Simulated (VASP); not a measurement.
Crystal: Hf4C.

```
Hf C
1.0
    -3.17335    3.17335    1.99080
     3.17335   -3.17335    1.99080
     3.17335    3.17335   -1.99080
Hf C
4 1
Direct
  0.40000 0.20000 0.60000
  0.20000 0.60000 0.80000
  0.60000 0.80000 0.40000
  0.80000 0.40000 0.20000
  0.00000 0.00000 0.00000
```

The cell was generated, and may not be a known phase.

| Property | Result |
| --- | --- |
| Program | VASP 6.6.1 |
| Task | relaxation of cell and atoms |
| Functional | PBE |
| Potentials or basis | VASP PAW PBE potentials, release 64 (Hf_pv, C) |
| Cutoff | 600 eV |
| k mesh | 6 × 6 × 6 |
| Occupations | gaussian, width 0.1 eV |
| Spin | no spin polarisation |

At the start: pressure 23.2 GPa; volume 16.04 Å³/atom.

Task: How do energy, volume and symmetry change on relaxing?

Result: Over 51 steps the energy falls by 774.6 meV/atom and the volume is 18.29 Å³/atom (+14.0 %); space group I4/m (No. 87, to 0.1 Å) before and after.

Step by step:
| step | energy change (eV) | largest force (eV/Å) | pressure (GPa) | volume (Å³) |
| --- | --- | --- | --- | --- |
| 1 | 0.0000 | 1.9609 | 23.22 | 80.19 |
| 3 | -1.1211 | 0.4168 | -1.51 | 94.61 |
| 5 | -1.1221 | 0.4378 | -0.68 | 93.89 |
| 7 | -1.1972 | 0.1358 | 0.25 | 93.01 |
| 9 | -1.2143 | 0.3460 | -1.26 | 94.38 |
| 11 | -1.2210 | 0.7757 | -3.24 | 96.40 |
| 13 | -1.2244 | 0.8204 | -3.38 | 96.54 |
| 15 | -1.2415 | 1.0038 | -3.96 | 97.11 |
| 17 | -1.4082 | 1.7616 | -5.99 | 99.18 |
| 19 | -1.6732 | 2.5158 | -8.84 | 103.81 |
| 21 | -1.8629 | 2.4846 | -8.54 | 102.44 |
| 23 | -1.8878 | 2.4595 | -8.62 | 102.64 |
| 25 | -1.9077 | 2.4633 | -8.72 | 102.82 |
| 27 | -1.9267 | 2.4712 | -9.13 | 103.27 |
| 29 | -1.9284 | 2.4740 | -9.24 | 103.39 |
| 31 | -1.9924 | 2.4636 | -8.99 | 102.91 |
| 33 | -2.2666 | 2.3988 | -7.76 | 100.78 |
| 35 | -3.0584 | 1.9634 | -0.62 | 92.49 |
| 37 | -3.2209 | 1.5506 | 6.64 | 87.15 |
| 39 | -3.7878 | 0.5778 | 0.62 | 90.46 |
| 41 | -3.8640 | 0.1087 | -0.76 | 92.06 |
| 43 | -3.8668 | 0.0857 | -0.08 | 91.68 |
| 45 | -3.8676 | 0.0854 | 0.06 | 91.57 |
| 47 | -3.8720 | 0.0422 | -0.04 | 91.57 |
| 49 | -3.8727 | 0.0173 | -0.09 | 91.57 |
| 51 | -3.8731 | 0.0136 | 0.06 | 91.43 |

Final structure:
```
Hf C
1.0
    -3.87910    3.87911    1.51911
     3.87910   -3.87911    1.51911
     3.87911    3.87910   -1.51911
Hf C
4 1
Direct
  0.43501 0.24644 0.68144
  0.24644 0.56499 0.81143
  0.56499 0.75356 0.31856
  0.75356 0.43501 0.18857
  0.00000 0.00000 0.00000
```

Caveat: a cell axis changed by over 15 % at a fixed basis, so the end point is rough.
